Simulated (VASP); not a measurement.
PbS:

```xyz
8
Lattice="8.4332 0.0000 0.0000 0.0000 4.2305 0.0000 0.0000 0.0000 5.9825" Properties=species:S:1:pos:R:3 pbc="T T T"
Pb    1.0437    3.1729    4.4874
Pb    5.2603    3.1729    4.4863
Pb    7.3895    1.0576    1.4951
Pb    3.1729    1.0576    1.4962
S     7.3770    1.0576    4.4925
S     3.1604    1.0576    4.4812
S     1.0562    3.1729    1.4899
S     5.2728    3.1729    1.5013
```

| Quantity | Value |
| --- | --- |
| Program | VASP 6.6.1 |
| Task | relaxation of cell and atoms |
| Functional | PBE |
| Dispersion | D3(BJ) |
| Potentials or basis | VASP PAW PBE potentials, release 64 (Pb_d, S) |
| Cutoff | 600 eV |
| k mesh | 4 × 6 × 4 |
| Occupations | fermi-dirac, width 0.02 eV |
| Spin | no spin polarisation |

At the start: pressure -1.1 GPa; volume 26.68 Å³/atom.

**Question.** Where does the relaxation end?

**Answer.** Over 12 steps the energy falls by 2.0 meV/atom and the volume is 26.13 Å³/atom (-2.1 %); space group Fm-3m (No. 225, to 0.1 Å) before and after.

Step by step:
| step | energy change (eV) | largest force (eV/Å) | pressure (GPa) | volume (Å³) |
| --- | --- | --- | --- | --- |
| 1 | 0.0000 | 0.0121 | -1.14 | 213.44 |
| 2 | -0.0140 | 0.0141 | 0.42 | 207.62 |
| 3 | -0.0158 | 0.0144 | 0.00 | 209.09 |
| 4 | -0.0158 | 0.0137 | 0.02 | 209.00 |
| 5 | -0.0159 | 0.0129 | 0.02 | 209.01 |
| 6 | -0.0160 | 0.0103 | 0.02 | 209.03 |
| 7 | -0.0161 | 0.0090 | 0.00 | 209.11 |
| 8 | -0.0161 | 0.0075 | -0.03 | 209.20 |
| 9 | -0.0162 | 0.0065 | -0.01 | 209.12 |
| 10 | -0.0162 | 0.0054 | 0.02 | 209.01 |
| 11 | -0.0162 | 0.0044 | 0.02 | 209.01 |
| 12 | -0.0163 | 0.0022 | 0.02 | 209.03 |

Final structure:
```
Pb S
1.0
     8.38297    0.00000    0.00000
     0.00000    4.19191    0.00000
     0.00000    0.00000    5.94834
Pb S
4 4
Direct
  0.12478 0.75000 0.74983
  0.62478 0.75000 0.75017
  0.87522 0.25000 0.25017
  0.37522 0.25000 0.24983
  0.87466 0.25000 0.75007
  0.37466 0.25000 0.74993
  0.12534 0.75000 0.24993
  0.62534 0.75000 0.25007
```
